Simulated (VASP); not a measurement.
# NiO (Fm-3m) in VASP: notebook

Runs on NiO. Level: r2SCAN+U. Tasks: single point.

Everything below comes from runs of VASP 6.6.1. Logs are shortened: lines on timing, memory, paths and dates and some standing lists are left out, and cuts for length are marked.

**1. The cell of the first run**

It takes space group Fm-3m (No. 225, cubic). The conventional cell has a = 4.196 Å, b = 4.196 Å, c = 4.196 Å, α = 90.00°, β = 90.00°, γ = 90.00°. Within 2.8 Å of Ni (site symmetry m-3m) lie 6 O at 2.10 Å. Within 2.8 Å of O (site symmetry m-3m) lie 6 Ni at 2.10 Å.

**2. Single point, r2SCAN+U, collinear spin, ferromagnetic start**

POSCAR reads:

```
NiO
1.0
    0.0000000000      2.0979100000      2.0979100000
    2.0979100000      0.0000000000      2.0979100000
    2.0979100000      2.0979100000      0.0000000000
Ni O
1 1
Direct
    0.0000000000      0.0000000000      0.0000000000
    0.5000000000      0.5000000000      0.5000000000
```

INCAR.step1 reads:

```
PREC = Accurate ; ENCUT = 770
ISMEAR = -1 ; SIGMA = 0.1
LREAL = F ; LASPH = T
NELM = 200 ; ISPIN = 2
MAGMOM = 2 0 ; LMAXMIX = 4
LDAU = T ; LDAUTYPE = 2
LDAUL = 2 -1 ; LDAUU = 3.1 0
LDAUJ = 0 0 ; NBANDS = 23
GGA = PE ; ALGO = Normal
EDIFF = 1E-5 ; LWAVE = T
LCHARG = F ; GGA_COMPAT = F
```

INCAR.step2 reads:

```
PREC = Accurate ; ENCUT = 770
EDIFF = 1E-6 ; ISMEAR = -1
SIGMA = 0.1 ; LREAL = F
LASPH = T ; NELM = 200
ALGO = Normal ; ISIF = 2
LWAVE = F ; LCHARG = F
ISPIN = 2 ; MAGMOM = 2 0
LORBIT = 11 ; LMAXMIX = 4
LDAU = T ; LDAUTYPE = 2
LDAUL = 2 -1 ; LDAUU = 3.1 0
LDAUJ = 0 0 ; LDAUPRINT = 1
METAGGA = R2SCAN ; LMIXTAU = T
NBANDS = 23 ; ISTART = 1
GGA_COMPAT = F
```

KPOINTS reads:

```
regular mesh
0
Gamma
  9 9 9
```

Potentials or basis: VASP PAW PBE potentials, release 64 (Ni_sv_GW, O).

Command:

```bash
$ cat potpaw_PBE.64/Ni_sv_GW/POTCAR potpaw_PBE.64/O/POTCAR > POTCAR
$ cp INCAR.step1 INCAR
$ mpirun -np 1 vasp_std > vasp.out
$ cp INCAR.step2 INCAR
$ mpirun -np 1 vasp_std > vasp.out
```

OUTCAR:

```text
PREC = Accurate
   ENCUT = 770
   EDIFF = 1E-6
   ISMEAR = -1
   LREAL = F
   LASPH = T
   NELM = 200
   ISIF = 2
   ISPIN = 2
   LORBIT = 11
   METAGGA = R2SCAN
   ISTART = 1

 ion  position               nearest neighbor table
   1  0.000  0.000  0.000-   2 2.10   2 2.10   2 2.10   2 2.10   2 2.10   2 2.10
   2  0.500  0.500  0.500-   1 2.10   1 2.10   1 2.10   1 2.10   1 2.10   1 2.10

  LATTYP: Found a face centered cubic cell.
 ALAT       =     4.1958200000

  Lattice vectors:

 A1 = (   0.0000000000,   2.0979100000,   2.0979100000)
 A2 = (   2.0979100000,   0.0000000000,   2.0979100000)
 A3 = (   2.0979100000,   2.0979100000,   0.0000000000)

Analysis of symmetry for initial positions (statically):
=====================================================================
 Subroutine PRICEL returns:
 Original cell was already a primitive cell.

 Routine SETGRP: Setting up the symmetry group for a
 face centered cubic supercell.

 Subroutine GETGRP returns: Found 48 space group operations
 (whereof 48 operations were pure point group operations)
 out of a pool of 48 trial point group operations.

The static configuration has the point symmetry O_h .

Analysis of symmetry for dynamics (positions and initial velocities):
=====================================================================
 Subroutine PRICEL returns:
 Original cell was already a primitive cell.

 Routine SETGRP: Setting up the symmetry group for a
 face centered cubic supercell.

 Subroutine GETGRP returns: Found 48 space group operations
 (whereof 48 operations were pure point group operations)
 out of a pool of 48 trial point group operations.

The dynamic configuration has the point symmetry O_h .

Analysis of structural, dynamic, and magnetic symmetry:
=====================================================================
 Subroutine PRICEL returns:
 Original cell was already a primitive cell.

[... 172 lines left out ...]
  o =  0.9313  v =  0.0000  0.0000  0.0000  0.0000  0.0000  0.0000 -0.5316  0.0000 -0.8470 -0.0000      0.0000  0.0000  0.0000  0.0000  0.0000  0.0000  0.0000  0.0000  0.0000  0.0000
  o =  0.9313  v =  0.0000  0.0000  0.0000  0.0000  0.0000  1.0000  0.0000  0.0000  0.0000  0.0000      0.0000  0.0000  0.0000  0.0000  0.0000  0.0000  0.0000  0.0000  0.0000  0.0000
  o =  0.9313  v =  0.0000  0.0000  0.0000  0.0000  0.0000  0.0000 -0.8470  0.0000  0.5316 -0.0000      0.0000  0.0000  0.0000  0.0000  0.0000  0.0000  0.0000  0.0000  0.0000  0.0000
  o =  0.9375  v =  0.0000 -0.7291 -0.0000  0.6844  0.0000  0.0000  0.0000  0.0000  0.0000  0.0000      0.0000  0.0000  0.0000  0.0000  0.0000  0.0000  0.0000  0.0000  0.0000  0.0000
  o =  0.9375  v =  1.0000  0.0000  0.0000  0.0000  0.0000  0.0000  0.0000  0.0000  0.0000  0.0000      0.0000  0.0000  0.0000  0.0000  0.0000  0.0000  0.0000  0.0000  0.0000  0.0000
  o =  0.9375  v =  0.0000  0.6844  0.0000  0.7291  0.0000  0.0000  0.0000  0.0000  0.0000  0.0000      0.0000  0.0000  0.0000  0.0000  0.0000  0.0000  0.0000  0.0000  0.0000  0.0000
  o =  0.9695  v =  0.0000 -0.0000  0.9587  0.0000  0.2844  0.0000  0.0000  0.0000  0.0000  0.0000      0.0000  0.0000  0.0000  0.0000  0.0000  0.0000  0.0000  0.0000  0.0000  0.0000
  o =  0.9695  v =  0.0000  0.0000  0.2844  0.0000 -0.9587  0.0000  0.0000  0.0000  0.0000  0.0000      0.0000  0.0000  0.0000  0.0000  0.0000  0.0000  0.0000  0.0000  0.0000  0.0000

 number of electron      23.9999995 magnetization       2.0000000

 Free energy of the ion-electron system (eV)
  ---------------------------------------------------
  ext. energy  EPLUGINS =         0.00000000
  ---------------------------------------------------
  free energy    TOTEN  =       -20.10872436 eV

  energy without entropy =      -20.10872422  energy(sigma->0) =      -20.10872429

 E-fermi :   7.3194     XC(G=0): -13.7273

 val. band max:        5.9062519555   @ k =   0.4444   0.0000   0.0000
 cond. band min:       8.5530564394   @ k =   0.0000   0.0000   0.0000
 fundamental gap:      2.6468044839
 Fermi energy:         7.3194204620

 spin component 1

 k-point     1 :       0.0000    0.0000    0.0000
  band No.  band energies     occupation
      1    -102.3555      1.00000
      2     -61.2514      1.00000
      3     -61.2514      1.00000
      4     -61.2513      1.00000
      5     -14.3762      1.00000
      6       1.0078      1.00000
[... 1241 lines left out ...]
     22      40.2308      0.00000
     23      42.0919      0.00000

 [... further k-points ...]

------------------------ aborting loop because EDIFF is reached ----------------------------------------

  FORCE on cell =-STRESS in cart. coord.  units (eV):
  Direction    XX          YY          ZZ          XY          YZ          ZX
  --------------------------------------------------------------------------------------
  -------------------------------------------------------------------------------------
  Total        0.0398507      0.0398507      0.0398507      0.0000000     -0.0000000      0.0000000
  in kB        3.4574477      3.4574477      3.4574477      0.0000000     -0.0000000      0.0000000
  external PRESSURE =       3.4574477 kB  Pullay stress =       0.0000000 kB

 VOLUME and BASIS-vectors are now :
 -----------------------------------------------------------------------------
  energy-cutoff  :      770.00
  volume of cell :       18.47
      direct lattice vectors                 reciprocal lattice vectors
     0.000000000  2.097910000  2.097910000    -0.238332436  0.238332436  0.238332436
     2.097910000  0.000000000  2.097910000     0.238332436 -0.238332436  0.238332436
     2.097910000  2.097910000  0.000000000     0.238332436  0.238332436 -0.238332436

 POSITION                                       TOTAL-FORCE (eV/Angst)
 -----------------------------------------------------------------------------------
      0.00000      0.00000      0.00000        -0.000000      0.000000      0.000000
      2.09791      2.09791      2.09791         0.000000     -0.000000     -0.000000
 -----------------------------------------------------------------------------------
    total drift:                               -0.000000      0.000000      0.000000

  FREE ENERGIE OF THE ION-ELECTRON SYSTEM (eV)
  ---------------------------------------------------
  free  energy   TOTEN  =       -20.1087243647 eV

  energy  without entropy=      -20.1087242220  energy(sigma->0) =      -20.10872429

 total charge

# of ion       s       p       d       f       tot
--------------------------------------------------
    1        2.148   6.211   7.716   0.010  16.085
    2        1.548   3.519   0.000   0.000   5.067
--------------------------------------------------
tot          3.696   9.730   7.716   0.010  21.152

 magnetization (x)

# of ion       s       p       d       f       tot
--------------------------------------------------
    1        0.008   0.010   1.760   0.000   1.778
    2        0.024   0.170   0.000   0.000   0.194
--------------------------------------------------
tot          0.032   0.180   1.760   0.000   1.972
```

OUTCAR.step1:

```text
PREC = Accurate
   ENCUT = 770
   ISMEAR = -1
   LREAL = F
   LASPH = T
   NELM = 200
[... 1491 lines left out ...]
 -----------------------------------------------------------------------------------
      0.00000      0.00000      0.00000         0.000000      0.000000      0.000000
      2.09791      2.09791      2.09791         0.000000     -0.000000     -0.000000
 -----------------------------------------------------------------------------------
    total drift:                                0.000000      0.000000      0.000000

  FREE ENERGIE OF THE ION-ELECTRON SYSTEM (eV)
  ---------------------------------------------------
  free  energy   TOTEN  =       -11.2358231991 eV

  energy  without entropy=      -11.2356559184  energy(sigma->0) =      -11.23573956
```

OSZICAR.step1:

```text
N       E                     dE             d eps       ncg     rms          rms(c)
DAV:   1     0.289656647708E+03    0.28966E+03   -0.15693E+04  4772   0.449E+03
DAV:   2     0.249001412503E-01   -0.28963E+03   -0.27518E+03  5179   0.954E+02
DAV:   3    -0.146880027405E+02   -0.14713E+02   -0.14645E+02  4967   0.231E+02
DAV:   4    -0.149393103523E+02   -0.25131E+00   -0.25125E+00  4565   0.160E+01
DAV:   5    -0.149452387609E+02   -0.59284E-02   -0.59281E-02  4201   0.233E+00    0.165E+01
DAV:   6    -0.131616631159E+02    0.17836E+01   -0.41718E+01  5485   0.340E+02    0.186E+01
DAV:   7    -0.108449198995E+02    0.23167E+01   -0.17583E+01  4479   0.276E+02    0.595E+00
DAV:   8    -0.112192923468E+02   -0.37437E+00   -0.66468E-01  5395   0.272E+01    0.348E+00
DAV:   9    -0.112371241038E+02   -0.17832E-01   -0.51018E-01  6080   0.477E+01    0.122E+00
DAV:  10    -0.112356958670E+02    0.14282E-02   -0.45762E-02  5103   0.446E+00    0.512E-01
DAV:  11    -0.112357195034E+02   -0.23636E-04   -0.71240E-03  5502   0.348E+00    0.169E-01
DAV:  12    -0.112358289614E+02   -0.10946E-03   -0.42428E-04  5304   0.785E-01    0.108E-01
DAV:  13    -0.112357999264E+02    0.29035E-04   -0.26364E-04  5458   0.155E+00    0.359E-02
DAV:  14    -0.112358221440E+02   -0.22218E-04   -0.55741E-05  4192   0.434E-01    0.262E-02
DAV:  15    -0.112358231991E+02   -0.10551E-05   -0.72635E-06  1828   0.251E-01
   1 F= -.11235823E+02 E0= -.11235740E+02  d E =-.167281E-03  mag=     2.0006
```

It took 3.6 min on 1 thread of Intel Xeon Platinum 8375C at 2.90GHz (Ice Lake), shared host; peak memory 0.22 GiB.

Results:

```
Free energy                                           : -20.1087 eV
Pressure                                              : 0.3 GPa
Band gap on the k mesh                                : 2.65 eV (least direct gap 3.43 eV)
Net moment                                            : 2.00 μB per cell
Site moments                                          : Ni +1.78; O +0.19 μB
Valence electrons inside the program's atomic spheres : Ni 16.09; O 5.07
```

Levels at points of the mesh, in eV from the valence-band top:
Spin up:
```
           k point  band 9  band 10  band 11  band 12  band 13  band 14  band 15  band 16  band 17  band 18
(0.00, 0.00, 0.00)   -3.79    -3.79    -2.02    -2.02    -2.02     2.65    19.17    19.74    19.74    19.74
```
Spin down:
| k point | band 9 | band 10 | band 11 | band 12 | band 13 | band 14 |
| --- | --- | --- | --- | --- | --- | --- |
| (0.00, 0.00, 0.00) | -1.55 | -1.55 | -1.55 | 2.68 | 2.69 | 3.18 |

Eigenvalues of the final occupation matrices:
```csv
site,spin,trace,eigenvalues
site 1 d,1,4.75,0.94 0.94 0.94 0.97 0.97
site 1 d,2,2.99,0.10 0.10 0.93 0.93 0.93
```

Caveat: the PAW data sets were made with another functional, which shifts forces and pressure a little; an odd mesh through Γ misses points on the zone boundary, where band edges can lie; a cell with one magnetic atom can't hold antiferromagnetic order, which such compounds often take.

(Part 1 of 2 ends here.)
